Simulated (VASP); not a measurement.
Here is a VASP 6.6.1 calculation.

File INCAR:

```
SYSTEM = BiO3
PREC = Accurate ; ENCUT = 600
EDIFF = 1E-7 ; ISMEAR = 0
SIGMA = 0.1 ; LREAL = .False.
LASPH = .True. ; NELM = 100
ALGO = Normal ; ISIF = 3
LWAVE = .False. ; LCHARG = .False.
GGA = PE ; IBRION = 2
NSW = 100 ; EDIFFG = -0.01
```

KPOINTS

```
Automatic mesh
0
Gamma
  12 12 12
  0 0 0
```

The input POSCAR:

```
BiO3
1.0
    3.6427061330      0.0000000000      0.0000000000
    0.0000000000      3.6427061330      0.0000000000
    0.0000000000      0.0000000000      4.2763392372
Bi O
1 3
Direct
    0.5000000000      0.5000000000      0.5000000000
    0.0000000000      0.0000000000      0.6757878326
    0.0000000000      0.0000000000      0.3242121674
    0.5000000000      0.5000000000      0.0000000000
```

Potentials or basis: VASP PAW PBE potentials, release 64 (Bi_d, O).

Command:

```sh
$ cat potpaw_PBE.64/Bi_d/POTCAR potpaw_PBE.64/O/POTCAR > POTCAR
$ mpirun -np 1 vasp_std > vasp.out
```

(1) Estimate the relaxed cell.

(2) What does it give for the space group after relaxing (to 0.05 Å)?

(3) Predict the relaxed volume.

Results:

(1) a = 3.637 Å, b = 3.637 Å, c = 4.313 Å, α = 90.00°, β = 90.00°, γ = 90.00°.

(2) P4/mmm (No. 123).

(3) 14.26 Å³/atom.

Caveat: an odd number of electrons without spin polarisation forces a metal; a magnetic or distorted state may lie lower.
